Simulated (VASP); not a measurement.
# Cu (I4/mmm) in VASP: notebook

Runs on Cu. Level: PBEsol. Tasks: single point.

Program: VASP 6.6.1. These are calculated values, not measurements. Logs are shortened: lines on timing, memory, paths and dates and some standing lists are left out, and cuts for length are marked.

**1. The cell of the first run**

The structure is tetragonal, space group I4/mmm (No. 139). Conventional cell: a = 2.958 Å, b = 2.958 Å, c = 2.683 Å, α = 90.00°, β = 90.00°, γ = 90.00°. Within 3.3 Å of Cu (site symmetry 4/mmm) lie 14 Cu at 2.48 to 2.96 Å.

**2. Single point, PBEsol (strain +0.025 along x and y, -0.025 along z)**

The input, INCAR:

```
SYSTEM = Cu
PREC = Accurate
ENCUT = 520
EDIFF = 1E-6
ISMEAR = 0
SIGMA = 0.15
LREAL = .FALSE.
LASPH = .TRUE.
NELM = 80
ALGO = Fast
ISIF = 2
LWAVE = .FALSE.
LCHARG = .FALSE.
GGA = PS
NBANDS = 12
```

The input, KPOINTS:

```
regular mesh
0
G
  24 24 24
  0 0 0
```

The input, POSCAR:

```
Cu
1.0
   -1.4788631530      1.4788631530      1.3416794138
    1.4788631530     -1.4788631530      1.3416794138
    1.4788631530      1.4788631530     -1.3416794138
Cu
1
Direct
    0.0000000000      0.0000000000      0.0000000000
```

Potentials or basis: VASP PAW PBE potentials, release 64 (Cu).

The run is started by

```
> cat potpaw_PBE.64/Cu/POTCAR > POTCAR
> mpirun -np 1 vasp_std > vasp.out
```

OUTCAR:

```text
SYSTEM = Cu
   PREC = Accurate
   ENCUT = 520
   EDIFF = 1E-6
   ISMEAR = 0
   LREAL = .FALSE.
   LASPH = .TRUE.
   NELM = 80
   ISIF = 2
   GGA = PS

 ion  position               nearest neighbor table
   1  0.000  0.000  0.000-

  LATTYP: Found a body centered tetragonal cell.
 ALAT       =     2.9577263060
 C/A-ratio  =     0.9072370294

  Lattice vectors:

 A1 = (  -1.4788631530,   1.4788631530,   1.3416794138)
 A2 = (   1.4788631530,  -1.4788631530,   1.3416794138)
 A3 = (   1.4788631530,   1.4788631530,  -1.3416794138)

Analysis of symmetry for initial positions (statically):
=====================================================================
 Subroutine PRICEL returns:
 Original cell was already a primitive cell.

 Routine SETGRP: Setting up the symmetry group for a
 body centered tetragonal supercell.

 Subroutine GETGRP returns: Found 16 space group operations
 (whereof 16 operations were pure point group operations)
 out of a pool of 16 trial point group operations.

The static configuration has the point symmetry D_4h.

Analysis of symmetry for dynamics (positions and initial velocities):
=====================================================================
 Subroutine PRICEL returns:
 Original cell was already a primitive cell.

 Routine SETGRP: Setting up the symmetry group for a
 body centered tetragonal supercell.

 Subroutine GETGRP returns: Found 16 space group operations
 (whereof 16 operations were pure point group operations)
 out of a pool of 16 trial point group operations.

The dynamic configuration has the point symmetry D_4h.

 Subroutine INISYM returns: Found 16 space group operations
 (whereof 16 operations are pure point group operations),
 and found     1 'primitive' translations

----------------------------------------------------------------------------------------

                                     Primitive cell

  volume of cell :      11.7372

  direct lattice vectors                    reciprocal lattice vectors
    -1.478863153  1.478863153  1.341679414     0.000000000  0.338097544  0.372667267
     1.478863153 -1.478863153  1.341679414     0.338097544  0.000000000  0.372667267
     1.478863153  1.478863153 -1.341679414     0.338097544  0.338097544  0.000000000

  length of vectors
     2.484788945  2.484788945  2.484788945     0.503180724  0.503180724  0.478142132

  position of ions in fractional coordinates (direct lattice)
     0.000000000  0.000000000  0.000000000

  ion indices of the primitive-cell ions
   primitive index   ion index
                 1           1

----------------------------------------------------------------------------------------

 KPOINTS: regular mesh

Automatic generation of k-mesh.
 Grid dimensions read from file:
 generate k-points for:   24   24   24

 Generating k-lattice:

  Cartesian coordinates                     Fractional coordinates (reciprocal lattice)
     0.000000000  0.014087398  0.015527803     0.041666667  0.000000000  0.000000000
     0.014087398  0.000000000  0.015527803     0.000000000  0.041666667  0.000000000
     0.014087398  0.014087398  0.000000000     0.000000000  0.000000000  0.041666667

  Length of vectors
     0.020965863  0.020965863  0.019922589

  Shift w.r.t. Gamma in fractional coordinates (k-lattice)
     0.000000000  0.000000000  0.000000000

 Subroutine IBZKPT returns following result:
 ===========================================

 Found   1063 irreducible k-points:

 Following reciprocal coordinates:
            Coordinates               Weight
  0.000000  0.000000  0.000000      1.000000
  0.041667  0.000000  0.000000      8.000000
  0.083333 -0.000000  0.000000      8.000000
  0.125000  0.000000 -0.000000      8.000000
  0.166667 -0.000000  0.000000      8.000000
  0.208333  0.000000  0.000000      8.000000
[... 16 lines left out ...]
  0.416667  0.041667 -0.000000     16.000000
  0.458333  0.041667  0.000000     16.000000
 [... further k-points ...]
   k-points           NKPTS =   1063   k-points in BZ     NKDIM =   1063   number of bands    NBANDS=     12
   number of dos      NEDOS =    301   number of ions     NIONS =      1
   total plane-waves  NPLWV =   5832
   dimension x,y,z NGX =    18 NGY =   18 NGZ =   18
   dimension x,y,z NGXF=    36 NGYF=   36 NGZF=   36
   ions per type =               1
   NGX,Y,Z   is equivalent  to a cutoff of  12.04, 12.04, 12.04 a.u.
   NGXF,Y,Z  is equivalent  to a cutoff of  24.09, 24.09, 24.09 a.u.
 SYSTEM =  Cu
   PREC   = accura    normal or accurate (medium, high low for compatibility)
   ISTART =      0    job   : 0-new  1-cont  2-samecut
   ICHARG =      2    charge: 1-file 2-atom 10-const
   ISPIN  =      1    spin polarized calculation?
   LNONCOLLINEAR =      F non collinear calculations
   LSORBIT =      F    spin-orbit coupling
   LASPH  =      T    aspherical Exc in radial PAW
   ENCUT  =  520.0 eV  38.22 Ry    6.18 a.u.   4.62  4.62  4.62*2*pi/ulx,y,z
   NELM   =     80;   NELMIN=  2; NELMDL= -5     # of ELM steps
   EDIFF  = 0.1E-05   stopping-criterion for ELM
   LREAL  =      F    real-space projection
   EDIFFG = 0.1E-04   stopping-criterion for IOM
   NSW    =      0    number of steps for IOM
   IBRION =     -1    ionic relax: 0-MD 1-quasi-New 2-CG
   NFREE  =      0    steps in history (QN), initial steepest desc. (CG)
   ISIF   =      2    stress and relaxation
   ISYM   =      2    0-nonsym 1-usesym 2-fastsym
   POTIM  = 0.5000    time-step for ionic-motion
   TEBEG  =    0.0;   TEEND  =   0.0 temperature during run
   PSTRESS=    0.0 pullay stress
   NELECT =      11.0000    total number of electrons
   NUPDOWN=      -1.0000    fix difference up-down
   EMIN   =  10.00;   EMAX   =-10.00  energy-range for DOS
   EFERMI =   0.00;   METHOD = LEGACY
   ISMEAR =     0;   SIGMA  =   0.15  broadening in eV -4-tet -1-fermi 0-gaus
   EFERMI_NEDOS =   21; number of points for ismear=-14 and -15
   IALGO  =     68    algorithm
   IMIX   =      4    mixing-type and parameters
     AMIX     =   0.40;   BMIX     =  1.00
     AMIX_MAG =   1.60;   BMIX_MAG =  1.00
  volume/ion in A,a.u.               =      11.74        79.21
  Fermi-wavevector in a.u.,A,eV,Ry     =   1.602080  3.027492 34.921526  2.566660
  Thomas-Fermi vector in A             =   2.698957
   LORBIT       =      0    0 simple, 1 ext, 2 COOP (PROOUT), +10 PAW based schemes
   GGA     = PS    functional components
   LHFCALC =     F    Hartree Fock is set to
   AEXX    =    0.0000 exact exchange contribution
   IVDW    =     0    specifies the selected vdW correction
   LEPSILON=     F    determine dielectric tensor
   LRPA    =     F    only Hartree local field effects (RPA)
 non-spin polarized calculation
 RMM-DIIS sequential band-by-band and
 Gauss-broadening in eV      SIGMA  =   0.15
  energy-cutoff  :      520.00
  volume of cell :       11.74
 maximum number of plane-waves:       329
   NGX =  9   NGY =  9   NGZ =  9

 number of electron      11.0000017 magnetization

 Free energy of the ion-electron system (eV)
  ---------------------------------------------------
  ext. energy  EPLUGINS =         0.00000000
  ---------------------------------------------------
  free energy    TOTEN  =        -4.26710637 eV

  energy without entropy =       -4.26264482  energy(sigma->0) =       -4.26487560

 E-fermi :   7.4758     XC(G=0): -12.9440

 val. band max:        7.4696205538   @ k =   0.5000   0.1667   0.1250
 cond. band min:       7.4770501416   @ k =  -0.2500  -0.2500   0.0417
 fundamental gap:      0.0074295878
 Fermi energy:         7.4757904699

 k-point     1 :       0.0000    0.0000    0.0000
  band No.  band energies     occupation
      1      -1.9534      2.00000
      2       4.1120      2.00000
      3       4.5152      2.00000
      4       4.5152      2.00000
      5       5.1231      2.00000
      6       5.5551      2.00000
      7      31.3214      0.00000
      8      31.3214      0.00000
      9      34.2372      0.00000
     10      35.2154      0.00000
     11      35.4947      0.00000
     12      35.9694      0.00000

 k-point     2 :       0.0417    0.0000    0.0000
  band No.  band energies     occupation
      1      -1.8834      2.00000
      2       4.1208      2.00000
      3       4.5119      2.00000
      4       4.5180      2.00000
      5       5.1268      2.00000
      6       5.5439      2.00000
      7      31.0268      0.00000
      8      31.0861      0.00000
      9      33.4371      0.00000
     10      34.7698      0.00000
     11      35.2584      0.00000
     12      35.4000      0.00000

 k-point     3 :       0.0833   -0.0000    0.0000
  band No.  band energies     occupation
      1      -1.6748      2.00000
      2       4.1345      2.00000
      3       4.4995      2.00000
      4       4.5391      2.00000
      5       5.1397      2.00000
      6       5.5135      2.00000
      7      30.1643      0.00000
      8      30.5231      0.00000
      9      31.5866      0.00000
     10      33.6329      0.00000
     11      34.4781      0.00000
     12      35.3704      0.00000
[... 286 lines left out ...]
 k-point    23 :       0.4167    0.0417   -0.0000
  band No.  band energies     occupation
      1       2.4105      2.00000
      2       3.5281      2.00000
      3       5.2727      2.00000
      4       5.6274      2.00000
      5       5.8755      2.00000
      6       6.7024      2.00000
      7      13.3177      0.00000
      8      23.8369      0.00000
      9      24.3501      0.00000
     10      28.6765      0.00000
     11      31.4936      0.00000
     12      39.4389      0.00000

 k-point    24 :       0.4583    0.0417    0.0000
  band No.  band energies     occupation
      1       2.4557      2.00000
      2       3.5029      2.00000
      3       5.3011      2.00000
      4       5.6509      2.00000
      5       5.9853      2.00000
      6       7.2663      1.95177
      7      12.3786      0.00000
      8      23.5714      0.00000
      9      24.2107      0.00000
     10      28.6289      0.00000
     11      31.5068      0.00000
     12      40.0516      0.00000

 [... further k-points ...]

------------------------ aborting loop because EDIFF is reached ----------------------------------------

  FORCE on cell =-STRESS in cart. coord.  units (eV):
  Direction    XX          YY          ZZ          XY          YZ          ZX
  --------------------------------------------------------------------------------------
  -------------------------------------------------------------------------------------
  Total       -0.3232483     -0.3232483     -0.2696987      0.0000000      0.0000000      0.0000000
  in kB      -44.1247299    -44.1247299    -36.8149876      0.0000000      0.0000000      0.0000000
  external PRESSURE =     -41.6881491 kB  Pullay stress =       0.0000000 kB

 VOLUME and BASIS-vectors are now :
 -----------------------------------------------------------------------------
  energy-cutoff  :      520.00
  volume of cell :       11.74
      direct lattice vectors                 reciprocal lattice vectors
    -1.478863153  1.478863153  1.341679414     0.000000000  0.338097544  0.372667267
     1.478863153 -1.478863153  1.341679414     0.338097544  0.000000000  0.372667267
     1.478863153  1.478863153 -1.341679414     0.338097544  0.338097544  0.000000000

 POSITION                                       TOTAL-FORCE (eV/Angst)
 -----------------------------------------------------------------------------------
      0.00000      0.00000      0.00000         0.000000      0.000000     -0.000000
 -----------------------------------------------------------------------------------
    total drift:                                0.000000      0.000000      0.000000

  FREE ENERGIE OF THE ION-ELECTRON SYSTEM (eV)
  ---------------------------------------------------
  free  energy   TOTEN  =        -4.2671063741 eV

  energy  without entropy=       -4.2626448214  energy(sigma->0) =       -4.26487560
```

Run time: 2.2 min. Hardware: 1 thread of Intel Xeon 8259CL, shared host; peak memory 0.25 GiB.

What came out:

```
Free energy            : -4.2671 eV
Pressure               : -4.2 GPa
Band gap on the k mesh : zero (an odd number of electrons rules out a gap without spin polarisation)
```

Stress tensor (GPa, compression positive):
```
-4.41  0.00  0.00
 0.00 -4.41  0.00
 0.00  0.00 -3.68
```

Caveat: the cell differs from its parent crystal (strain +0.025 along x and y, -0.025 along z); the cell stands under tension; the PAW data sets were made with another functional, which shifts forces and pressure a little.

**3. Single point, PBEsol (strain +0.050 along x and y, -0.050 along z)**

The input, INCAR:

```
PREC = Accurate
ENCUT = 520
EDIFF = 1E-6
ISMEAR = 0
SIGMA = 0.15
LREAL = F
LASPH = T
NELM = 80
ALGO = Fast
ISIF = 2
LWAVE = F
LCHARG = F
GGA = PS
NBANDS = 12
```

The input, KPOINTS:

```
Automatic mesh
0
Gamma
  24 24 24
```

The input, POSCAR:

```
Cu
1.0
   -1.5149329860      1.5149329860      1.3072773775
    1.5149329860     -1.5149329860      1.3072773775
    1.5149329860      1.5149329860     -1.3072773775
Cu
1
Direct
    0.0000000000      0.0000000000      0.0000000000
```

Potentials or basis: VASP PAW PBE potentials, release 64 (Cu).

The run is started by

```
> cat potpaw_PBE.64/Cu/POTCAR > POTCAR
> mpirun -np 1 vasp_std > vasp.out
```

It took 2.2 min on 1 thread of Intel Xeon 8259CL, shared host; peak memory 0.26 GiB.

Results (log left out):

```yaml
Free_energy: -4.2546 eV
Pressure: -6.7 GPa
Band_gap_on_the_k_mesh: zero (an odd number of electrons rules out a gap without spin polarisation)
```

Stress tensor (GPa, compression positive):
```
-7.55  0.00  0.00
 0.00 -7.55  0.00
 0.00  0.00 -5.02
```

Levels at points of the mesh, in eV from the Fermi level:
```csv
k point,band 4,band 5,band 6,band 7,band 8,band 9
"(0.00, 0.00, 0.00)",-2.80,-2.49,-1.83,22.68,22.68,26.33
"(0.50, 0.00, 0.00)",-1.65,-1.39,-0.13,4.90,16.11,16.23
"(0.50, 0.50, 0.00)",-2.11,-1.42,-1.26,3.26,20.20,20.52
"(0.50, 0.50, 0.50)",-1.56,-1.42,6.35,6.35,12.10,12.11
```

Caveat: the cell differs from its parent crystal (strain +0.050 along x and y, -0.050 along z); the cell stands under tension; the PAW data sets were made with another functional, which shifts forces and pressure a little.

**4. Single point, PBEsol (strain +0.050 along x and y, -0.025 along z)**

The input, INCAR:

```
SYSTEM = Cu
PREC = Accurate
ENCUT = 520
EDIFF = 1E-7
ISMEAR = 0
SIGMA = 0.15
LREAL = .False.
LASPH = .True.
NELM = 100
ALGO = Fast
ISIF = 2
LWAVE = .False.
LCHARG = .True.
GGA = PS
LELF = .True.
LVHAR = .True.
NBANDS = 12
```

The input, KPOINTS:

```
Automatic mesh
0
Gamma
  24 24 24
  0 0 0
```

The input, POSCAR:

```
Cu
1.0
   -1.5149329860      1.5149329860      1.3416794138
    1.5149329860     -1.5149329860      1.3416794138
    1.5149329860      1.5149329860     -1.3416794138
Cu
1
Direct
    0.0000000000      0.0000000000      0.0000000000
```

The run is started by

```
> cat potpaw_PBE.64/Cu/POTCAR > POTCAR
> mpirun -np 1 vasp_std > vasp.out
```

Wall time 2.6 min (1 thread of Intel Xeon 8259CL, shared host); peak memory 0.26 GiB.

It converged, with:

- Free energy: -4.2404 eV
- Pressure: -10.0 GPa
- Band gap on the k mesh: zero (an odd number of electrons rules out a gap without spin polarisation)

Stress tensor (GPa, compression positive):
```
-10.30   0.00   0.00
  0.00 -10.30   0.00
  0.00   0.00  -9.39
```

Levels at points of the mesh, in eV from the Fermi level:
```csv
k point,band 3,band 4,band 5,band 6,band 7,band 8,band 9,band 10
"(0.00, 0.00, 0.00)",-2.78,-2.78,-2.33,-1.82,22.88,22.88,26.44,26.70
"(0.50, 0.00, 0.00)",-2.08,-1.67,-1.35,-0.16,4.62,16.00,16.19,19.99
"(0.50, 0.50, 0.00)",-2.41,-2.03,-1.39,-1.06,3.30,19.42,19.52,22.95
"(0.50, 0.50, 0.50)",-1.52,-1.52,-1.42,6.56,6.56,11.17,12.16,12.55
```

Caveat: the cell differs from its parent crystal (strain +0.050 along x and y, -0.025 along z); the cell stands under tension; the PAW data sets were made with another functional, which shifts forces and pressure a little.

**5. Single point, PBEsol (strain +0.050 along x and y, +0.000 along z)**

The input, INCAR:

```
ALGO = Fast ; EDIFF = 1E-7
ENCUT = 520 ; GGA = PS
ISIF = 2 ; ISMEAR = 0
LASPH = T ; LCHARG = T
LELF = T ; LREAL = F
LVHAR = T ; LWAVE = F
NBANDS = 12 ; NELM = 60
PREC = Accurate ; SIGMA = 0.15
```

The input, KPOINTS:

```
k-points
0
Gamma
  24 24 24
```

The input, POSCAR:

```
Cu
1.0
   -1.5149329860      1.5149329860      1.3760814500
    1.5149329860     -1.5149329860      1.3760814500
    1.5149329860      1.5149329860     -1.3760814500
Cu
1
Direct
    0.0000000000      0.0000000000      0.0000000000
```

The run is started by

```
> cat potpaw_PBE.64/Cu/POTCAR > POTCAR
> mpirun -np 1 vasp_std > vasp.out
```

It took 2.6 min on 1 thread of Intel Xeon 8259CL, shared host; peak memory 0.26 GiB.

It converged, with:

```yaml
Free_energy: -4.2190 eV
Pressure: -12.7 GPa
Band_gap_on_the_k_mesh: zero (an odd number of electrons rules out a gap without spin polarisation)
```

Stress tensor (GPa, compression positive):
```
-12.72   0.00   0.00
  0.00 -12.72   0.00
  0.00   0.00 -12.55
```

Levels at points of the mesh, in eV from the Fermi level:
```
           k point  band 4  band 5  band 6  band 7  band 8  band 9
(0.00, 0.00, 0.00)   -2.75   -2.19   -1.82   23.07   23.07   25.95
(0.50, 0.00, 0.00)   -1.69   -1.32   -0.18    4.37   15.90   16.17
(0.50, 0.50, 0.00)   -1.96   -1.35   -0.87    3.35   18.60   18.69
(0.50, 0.50, 0.50)   -1.49   -1.41    6.76    6.76   10.31   12.22
```

Caveat: the cell differs from its parent crystal (strain +0.050 along x and y, +0.000 along z); the cell stands under tension; the PAW data sets were made with another functional, which shifts forces and pressure a little.

**6. Single point, PBEsol (strain +0.050 along x and y, +0.025 along z)**

The input, INCAR:

```
PREC = Accurate
ENCUT = 520
EDIFF = 1E-6
ISMEAR = 0
SIGMA = 0.15
LREAL = False
LASPH = True
NELM = 80
ALGO = Fast
ISIF = 2
LWAVE = False
LCHARG = False
GGA = PS
NBANDS = 12
```

The input, KPOINTS:

```
regular mesh
0
Gamma
  24 24 24
```

The input, POSCAR:

```
Cu
1.0
   -1.5149329860      1.5149329860      1.4104834862
    1.5149329860     -1.5149329860      1.4104834862
    1.5149329860      1.5149329860     -1.4104834862
Cu
1
Direct
    0.0000000000      0.0000000000      0.0000000000
```

Potentials or basis: VASP PAW PBE potentials, release 64 (Cu).

The run is started by

```
> cat potpaw_PBE.64/Cu/POTCAR > POTCAR
> mpirun -np 1 vasp_std > vasp.out
```

It took 2.2 min on 1 thread of Intel Xeon 8259CL, shared host; peak memory 0.27 GiB.

It converged, with:

```
Free energy            : -4.1918 eV
Pressure               : -14.8 GPa
Band gap on the k mesh : zero (an odd number of electrons rules out a gap without spin polarisation)
```

Stress tensor (GPa, compression positive):
```
-14.71   0.00   0.00
  0.00 -14.71   0.00
  0.00   0.00 -15.07
```

Levels at points of the mesh, in eV from the Fermi level:
```
           k point  band 3  band 4  band 5  band 6  band 7  band 8  band 9  band 10
(0.00, 0.00, 0.00)   -2.72   -2.72   -2.08   -1.81   23.23   23.23   25.26    26.35
(0.50, 0.00, 0.00)   -1.96   -1.72   -1.30   -0.20    4.13   15.81   16.15    19.74
(0.50, 0.50, 0.00)   -2.15   -1.90   -1.32   -0.70    3.40   17.76   18.00    21.40
(0.50, 0.50, 0.50)   -1.46   -1.46   -1.40    6.95    6.95    9.52   12.28    12.61
```

Caveat: the cell differs from its parent crystal (strain +0.050 along x and y, +0.025 along z); the cell stands under tension; the PAW data sets were made with another functional, which shifts forces and pressure a little.

**7. Overview**

| cell | further INCAR settings | gap on the mesh (eV) | pressure (GPa) |
| --- | --- | --- | --- |
| a = 2.485 Å, angles 107.0, 107.0, 114.6°, 1 atom | ALGO = Fast; EDIFF = 1e-06; NBANDS = 12 | none | -4.2 |
| a = 2.510 Å, angles 105.7, 105.7, 117.2°, 1 atom | ALGO = Fast; EDIFF = 1e-06; NBANDS = 12 | none | -6.7 |
| a = 2.528 Å, angles 106.4, 106.4, 115.9°, 1 atom | ALGO = Fast; EDIFF = 1e-07; NBANDS = 12 | none | -10.0 |
| a = 2.546 Å, angles 107.0, 107.0, 114.6°, 1 atom | ALGO = Fast; EDIFF = 1e-07; NBANDS = 12 | none | -12.7 |
| a = 2.565 Å, angles 107.6, 107.6, 113.3°, 1 atom | ALGO = Fast; EDIFF = 1e-06; NBANDS = 12 | none | -14.8 |

Alike in all rows: task single point; level PBEsol; potentials or basis VASP PAW PBE potentials, release 64 (Cu); no spin polarisation; k mesh 24 × 24 × 24; cutoff (eV) 520; smearing gaussian 0.15 eV.

Caveats: the cell stands under tension; the PAW data sets were made with another functional, which shifts forces and pressure a little.

Absolute energies hang on the potentials; compare differences alone.
